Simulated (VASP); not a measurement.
Input of a VASP 6.6.1 run:

File INCAR:

```
ALGO = Normal ; EDIFF = 1E-6
ENCUT = 600 ; GGA = CA
GGA_COMPAT = F ; ISIF = 2
ISMEAR = 0 ; LASPH = T
LCHARG = F ; LDAU = T
LDAUJ = 0 0 ; LDAUL = 2 -1
LDAUPRINT = 1 ; LDAUTYPE = 2
LDAUU = 4 0 ; LMAXMIX = 4
LREAL = F ; LWAVE = F
NBANDS = 32 ; NELM = 200
PREC = Accurate ; SIGMA = 0.05
```

KPOINTS

```
k-points
0
Gamma
  8 8 8
```

POSCAR

```
NiO
1.0
    0.0000000000      2.0913095100      2.0913095100
    2.0913095100      0.0000000000      2.0913095100
    4.1826190200      4.1826190200      0.0000000000
Ni O
2 2
Direct
    0.0000000000      0.0000000000      0.0000000000
    0.0000000000      0.0000000000      0.5000000000
    0.5000000000      0.5000000000      0.2500000000
    0.5000000000      0.5000000000      0.7500000000
```

Potentials or basis: VASP PAW LDA potentials, release 64 (Ni_sv_GW, O).

Launch:

```sh
$ cat potpaw_LDA.64/Ni_sv_GW/POTCAR potpaw_LDA.64/O/POTCAR > POTCAR
$ mpirun -np 1 vasp_std > vasp.out
```

(1) What does it give for the pressure?

(2) Predict the band gap on the k mesh.

Results:

(1) -23.6 GPa.

(2) zero (band 24 reaches 6.59 eV, above the bottom of band 25 at 6.11 eV).

Caveat: the run has no spin polarisation, though such a crystal can be magnetic; U without spin polarisation on a metal has little footing.
